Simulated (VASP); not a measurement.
# KCl (rocksalt type) (Fm-3m) in VASP: single point with PBE

Aim: the single point of KCl (rocksalt type) with PBE.

Program: VASP 6.6.1. These are calculated values, not measurements. Logs are shortened: lines on timing, memory, paths and dates and some standing lists are left out, and cuts for length are marked.

### Step 1. The cell of the first run

Symmetry: Fm-3m, No. 225, cubic system. Conventional cell: a = 6.463 Å, b = 6.463 Å, c = 6.463 Å, α = 90.00°, β = 90.00°, γ = 90.00°. K (site symmetry m-3m) has 6 Cl at 3.23 Å within 4.3 Å. Within 4.3 Å of Cl (site symmetry m-3m) lie 6 K at 3.23 Å.

### Step 2. Single point, PBE (volume scaled by 1.04)

File INCAR:

```
SYSTEM = KCl
PREC = Accurate
ENCUT = 520
EDIFF = 1E-6
ISMEAR = -1
SIGMA = 0.05
LREAL = .False.
LASPH = .True.
NELM = 80
ALGO = Normal
ISIF = 2
LWAVE = .False.
LCHARG = .False.
GGA = PE
NBANDS = 15
```

File KPOINTS:

```
Automatic mesh
0
Gamma
  13 13 13
  0 0 0
```

File POSCAR:

```
KCl
1.0
    0.0000000000      3.2314284839      3.2314284839
    3.2314284839      0.0000000000      3.2314284839
    3.2314284839      3.2314284839      0.0000000000
K Cl
1 1
Direct
    0.0000000000      0.0000000000      0.0000000000
    0.5000000000      0.5000000000      0.5000000000
```

Potentials or basis: VASP PAW PBE potentials, release 64 (K_sv, Cl).

On the command line:

```console
> cat potpaw_PBE.64/K_sv/POTCAR potpaw_PBE.64/Cl/POTCAR > POTCAR
> mpirun -np 1 vasp_std > vasp.out
```

OUTCAR:

```text
SYSTEM = KCl
   PREC = Accurate
   ENCUT = 520
   EDIFF = 1E-6
   ISMEAR = -1
   LREAL = .False.
   LASPH = .True.
   NELM = 80
   ISIF = 2
   GGA = PE

 ion  position               nearest neighbor table
   1  0.000  0.000  0.000-   2 3.23   2 3.23   2 3.23   2 3.23   2 3.23   2 3.23
   2  0.500  0.500  0.500-   1 3.23   1 3.23   1 3.23   1 3.23   1 3.23   1 3.23

  LATTYP: Found a face centered cubic cell.
 ALAT       =     6.4628569678

  Lattice vectors:

 A1 = (   0.0000000000,   3.2314284839,   3.2314284839)
 A2 = (   3.2314284839,   0.0000000000,   3.2314284839)
 A3 = (   3.2314284839,   3.2314284839,   0.0000000000)

Analysis of symmetry for initial positions (statically):
=====================================================================
 Subroutine PRICEL returns:
 Original cell was already a primitive cell.

 Routine SETGRP: Setting up the symmetry group for a
 face centered cubic supercell.

 Subroutine GETGRP returns: Found 48 space group operations
 (whereof 48 operations were pure point group operations)
 out of a pool of 48 trial point group operations.

The static configuration has the point symmetry O_h .

Analysis of symmetry for dynamics (positions and initial velocities):
=====================================================================
 Subroutine PRICEL returns:
 Original cell was already a primitive cell.

 Routine SETGRP: Setting up the symmetry group for a
 face centered cubic supercell.

 Subroutine GETGRP returns: Found 48 space group operations
 (whereof 48 operations were pure point group operations)
 out of a pool of 48 trial point group operations.

The dynamic configuration has the point symmetry O_h .

 Subroutine INISYM returns: Found 48 space group operations
 (whereof 48 operations are pure point group operations),
 and found     1 'primitive' translations

----------------------------------------------------------------------------------------

                                     Primitive cell

  volume of cell :      67.4860

  direct lattice vectors                    reciprocal lattice vectors
     0.000000000  3.231428484  3.231428484    -0.154730331  0.154730331  0.154730331
     3.231428484  0.000000000  3.231428484     0.154730331 -0.154730331  0.154730331
     3.231428484  3.231428484  0.000000000     0.154730331  0.154730331 -0.154730331

  length of vectors
     4.569929988  4.569929988  4.569929988     0.268000795  0.268000795  0.268000795

  position of ions in fractional coordinates (direct lattice)
     0.000000000  0.000000000  0.000000000
     0.500000000  0.500000000  0.500000000

  ion indices of the primitive-cell ions
   primitive index   ion index
                 1           1
                 2           2

----------------------------------------------------------------------------------------

 KPOINTS: Automatic mesh

Automatic generation of k-mesh.
 Grid dimensions read from file:
 generate k-points for:   13   13   13

 Generating k-lattice:

  Cartesian coordinates                     Fractional coordinates (reciprocal lattice)
    -0.011902333  0.011902333  0.011902333     0.076923077  0.000000000  0.000000000
     0.011902333 -0.011902333  0.011902333     0.000000000  0.076923077  0.000000000
     0.011902333  0.011902333 -0.011902333     0.000000000  0.000000000  0.076923077

  Length of vectors
     0.020615446  0.020615446  0.020615446

  Shift w.r.t. Gamma in fractional coordinates (k-lattice)
     0.000000000  0.000000000  0.000000000

 Subroutine IBZKPT returns following result:
 ===========================================

 Found     84 irreducible k-points:

 Following reciprocal coordinates:
            Coordinates               Weight
  0.000000  0.000000  0.000000      1.000000
  0.076923  0.000000  0.000000      8.000000
  0.153846  0.000000  0.000000      8.000000
  0.230769  0.000000  0.000000      8.000000
  0.307692  0.000000  0.000000      8.000000
  0.384615  0.000000  0.000000      8.000000
[... 16 lines left out ...]
  0.384615  0.153846  0.000000     24.000000
  0.461538  0.153846  0.000000     24.000000
 [... further k-points ...]
   k-points           NKPTS =     84   k-points in BZ     NKDIM =     84   number of bands    NBANDS=     15
   number of dos      NEDOS =    301   number of ions     NIONS =      2
   total plane-waves  NPLWV =  46656
   dimension x,y,z NGX =    36 NGY =   36 NGZ =   36
   dimension x,y,z NGXF=    72 NGYF=   72 NGZF=   72
   ions per type =               1   1
   NGX,Y,Z   is equivalent  to a cutoff of  13.10, 13.10, 13.10 a.u.
   NGXF,Y,Z  is equivalent  to a cutoff of  26.19, 26.19, 26.19 a.u.
 SYSTEM =  KCl
   PREC   = accura    normal or accurate (medium, high low for compatibility)
   ISTART =      0    job   : 0-new  1-cont  2-samecut
   ICHARG =      2    charge: 1-file 2-atom 10-const
   ISPIN  =      1    spin polarized calculation?
   LNONCOLLINEAR =      F non collinear calculations
   LSORBIT =      F    spin-orbit coupling
   LASPH  =      T    aspherical Exc in radial PAW
   ENCUT  =  520.0 eV  38.22 Ry    6.18 a.u.   8.50  8.50  8.50*2*pi/ulx,y,z
   NELM   =     80;   NELMIN=  2; NELMDL= -5     # of ELM steps
   EDIFF  = 0.1E-05   stopping-criterion for ELM
   LREAL  =      F    real-space projection
   EDIFFG = 0.1E-04   stopping-criterion for IOM
   NSW    =      0    number of steps for IOM
   IBRION =     -1    ionic relax: 0-MD 1-quasi-New 2-CG
   NFREE  =      0    steps in history (QN), initial steepest desc. (CG)
   ISIF   =      2    stress and relaxation
   ISYM   =      2    0-nonsym 1-usesym 2-fastsym
   POTIM  = 0.5000    time-step for ionic-motion
   TEBEG  =    0.0;   TEEND  =   0.0 temperature during run
   PSTRESS=    0.0 pullay stress
   NELECT =      16.0000    total number of electrons
   NUPDOWN=      -1.0000    fix difference up-down
   EMIN   =  10.00;   EMAX   =-10.00  energy-range for DOS
   EFERMI =   0.00;   METHOD = LEGACY
   ISMEAR =    -1;   SIGMA  =   0.05  broadening in eV -4-tet -1-fermi 0-gaus
   EFERMI_NEDOS =   21; number of points for ismear=-14 and -15
   IALGO  =     38    algorithm
   IMIX   =      4    mixing-type and parameters
     AMIX     =   0.40;   BMIX     =  1.00
     AMIX_MAG =   1.60;   BMIX_MAG =  1.00
  volume/ion in A,a.u.               =      33.74       227.71
  Fermi-wavevector in a.u.,A,eV,Ry     =   1.013235  1.914737 13.968362  1.026646
  Thomas-Fermi vector in A             =   2.146392
   LORBIT       =      0    0 simple, 1 ext, 2 COOP (PROOUT), +10 PAW based schemes
   GGA     = PE    functional components
   LHFCALC =     F    Hartree Fock is set to
   AEXX    =    0.0000 exact exchange contribution
   IVDW    =     0    specifies the selected vdW correction
   LEPSILON=     F    determine dielectric tensor
   LRPA    =     F    only Hartree local field effects (RPA)
 non-spin polarized calculation
  energy-cutoff  :      520.00
  volume of cell :       67.49
 maximum number of plane-waves:      1841
 NGX is ok and might be reduce to    36
   NGX = 17   NGY = 17   NGZ = 17

 number of electron      16.0000000 magnetization

 Free energy of the ion-electron system (eV)
  ---------------------------------------------------
  ext. energy  EPLUGINS =         0.00000000
  ---------------------------------------------------
  free energy    TOTEN  =        -6.80724127 eV

  energy without entropy =       -6.80724127  energy(sigma->0) =       -6.80724127

 E-fermi :  -0.9521     XC(G=0):  -7.2185

 val. band max:       -2.1404765698   @ k =   0.0000   0.0000   0.0000
 cond. band min:       2.7821920542   @ k =   0.0000   0.0000   0.0000
 fundamental gap:      4.9226686239
 Fermi energy:        -0.9521083462

 k-point     1 :       0.0000    0.0000    0.0000
  band No.  band energies     occupation
      1     -29.5415      2.00000
      2     -14.1747      2.00000
      3     -13.0004      2.00000
      4     -13.0004      2.00000
      5     -13.0004      2.00000
      6      -2.1405      2.00000
      7      -2.1405      2.00000
      8      -2.1405      2.00000
      9       2.7822      0.00000
     10       6.1827      0.00000
     11       6.1827      0.00000
     12       6.1827      0.00000
     13       7.0165      0.00000
     14       7.0165      0.00000
     15      10.5485      0.00000

 k-point     2 :       0.0769    0.0000    0.0000
  band No.  band energies     occupation
      1     -29.5412      2.00000
      2     -14.1853      2.00000
      3     -13.0008      2.00000
      4     -13.0008      2.00000
      5     -12.9874      2.00000
      6      -2.2071      2.00000
      7      -2.1566      2.00000
      8      -2.1566      2.00000
      9       2.9183      0.00000
     10       6.1285      0.00000
     11       6.2516      0.00000
     12       6.2516      0.00000
     13       7.0876      0.00000
     14       7.0876      0.00000
     15      10.7657      0.00000

 k-point     3 :       0.1538    0.0000    0.0000
  band No.  band energies     occupation
      1     -29.5401      2.00000
      2     -14.2136      2.00000
      3     -13.0021      2.00000
      4     -13.0021      2.00000
      5     -12.9523      2.00000
      6      -2.3794      2.00000
      7      -2.2009      2.00000
      8      -2.2009      2.00000
      9       3.2925      0.00000
     10       6.0152      0.00000
     11       6.4537      0.00000
     12       6.4537      0.00000
     13       7.2949      0.00000
     14       7.2949      0.00000
     15      11.2838      0.00000
[... 343 lines left out ...]
 k-point    23 :       0.3846    0.1538    0.0000
  band No.  band energies     occupation
      1     -29.5355      2.00000
      2     -14.2676      2.00000
      3     -13.0169      2.00000
      4     -13.0168      2.00000
      5     -12.8769      2.00000
      6      -2.8362      2.00000
      7      -2.3857      2.00000
      8      -2.3331      2.00000
      9       4.8015      0.00000
     10       5.5403      0.00000
     11       7.6055      0.00000
     12       7.9042      0.00000
     13       7.9503      0.00000
     14       8.2445      0.00000
     15       9.6556      0.00000

 k-point    24 :       0.4615    0.1538    0.0000
  band No.  band energies     occupation
      1     -29.5345      2.00000
      2     -14.2845      2.00000
      3     -13.0218      2.00000
      4     -13.0162      2.00000
      5     -12.8549      2.00000
      6      -2.9229      2.00000
      7      -2.4393      2.00000
      8      -2.3780      2.00000
      9       5.1957      0.00000
     10       5.8066      0.00000
     11       7.8094      0.00000
     12       8.2009      0.00000
     13       8.2111      0.00000
     14       8.4593      0.00000
     15       9.3578      0.00000

 [... further k-points ...]

------------------------ aborting loop because EDIFF is reached ----------------------------------------

  FORCE on cell =-STRESS in cart. coord.  units (eV):
  Direction    XX          YY          ZZ          XY          YZ          ZX
  --------------------------------------------------------------------------------------
  -------------------------------------------------------------------------------------
  Total       -0.2334020     -0.2334020     -0.2334020     -0.0000000     -0.0000000      0.0000000
  in kB       -5.5411710     -5.5411710     -5.5411710     -0.0000000     -0.0000000      0.0000000
  external PRESSURE =      -5.5411710 kB  Pullay stress =       0.0000000 kB

 VOLUME and BASIS-vectors are now :
 -----------------------------------------------------------------------------
  energy-cutoff  :      520.00
  volume of cell :       67.49
      direct lattice vectors                 reciprocal lattice vectors
     0.000000000  3.231428484  3.231428484    -0.154730331  0.154730331  0.154730331
     3.231428484  0.000000000  3.231428484     0.154730331 -0.154730331  0.154730331
     3.231428484  3.231428484  0.000000000     0.154730331  0.154730331 -0.154730331

 POSITION                                       TOTAL-FORCE (eV/Angst)
 -----------------------------------------------------------------------------------
      0.00000      0.00000      0.00000        -0.000000      0.000000      0.000000
      3.23143      3.23143      3.23143         0.000000     -0.000000     -0.000000
 -----------------------------------------------------------------------------------
    total drift:                                0.000000      0.000000      0.000000

  FREE ENERGIE OF THE ION-ELECTRON SYSTEM (eV)
  ---------------------------------------------------
  free  energy   TOTEN  =        -6.8072412723 eV

  energy  without entropy=       -6.8072412723  energy(sigma->0) =       -6.80724127
```

It took 72 s on 1 thread of AMD EPYC 9R14 (Zen 4), shared host; peak memory 0.21 GiB.

Results:

| Quantity | Value |
| --- | --- |
| Free energy | -6.8072 eV |
| Pressure | -0.6 GPa |
| Band gap on the k mesh | 4.92 eV, direct |
